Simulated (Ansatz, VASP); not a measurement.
ZnSe: VASP beside Ansatz

File INCAR:

```
PREC = Accurate
ENCUT = 520
EDIFF = 1E-6
ISMEAR = -1
SIGMA = 0.08
LREAL = F
LASPH = T
NELM = 80
ALGO = Normal
ISIF = 2
LWAVE = F
LCHARG = F
GGA = CA
NBANDS = 16
```

Contents of KPOINTS:

```
regular mesh
0
Gamma
  11 11 11
```

File POSCAR:

```
ZnSe
1.0
    0.0000000000      2.6677689256      2.6677689256
    2.6677689256      0.0000000000      2.6677689256
    2.6677689256      2.6677689256      0.0000000000
Zn Se
1 1
Direct
    0.0000000000      0.0000000000      0.0000000000
    0.2500000000      0.2500000000      0.2500000000
```

Input for Ansatz:

```yaml
crystal:
  lattice:
    - [0.0, 2.6677689256, 2.6677689256]
    - [2.6677689256, 0.0, 2.6677689256]
    - [2.6677689256, 2.6677689256, 0.0]
  atoms:
    - { symbol: Zn, position: [0.0, 0.0, 0.0] }
    - { symbol: Se, position: [0.25, 0.25, 0.25] }
kpoints:
  mp_grid: { grid: [11, 11, 11] }
scf:
  occupations: { method: fermi_dirac, width: 0.08 }
hamiltonian:
  xc: lda
  pseudopotentials: { kind: paw }
output:
  forces: true
  stress: true
  eigenvalues: true
  populations: true
  write_density: true
  write_potential: true
  elf: true
  volumetric_format: npy
```

Change from the starting cell: volume scaled by 0.88, PAW files.

Alike in both runs: task single point; functional LDA; k mesh 11 × 11 × 11; occupations fermi-dirac, width 0.08 eV; no spin polarisation.

```csv
,VASP,Ansatz
version,VASP 6.6.1,Ansatz 0.2.0
potentials or method,"VASP PAW LDA potentials, release 64 (Zn, Se)","PAW with Ansatz's default frozen-core files, scalar-relativistic"
plane-wave cutoff (eV),520,420
valence electrons in the cell,18,28
```

|  | VASP | Ansatz | Ansatz less VASP |
| --- | --- | --- | --- |
| pressure (GPa) | 12.8 | 12.2 | -0.63 |

LDA's correlation is that of Perdew and Zunger in VASP and of Perdew and Wang (1992) in Ansatz. VASP's potentials hold 18 valence electrons a cell and Ansatz's 28, so a difference there can come from the potentials and not from the codes.
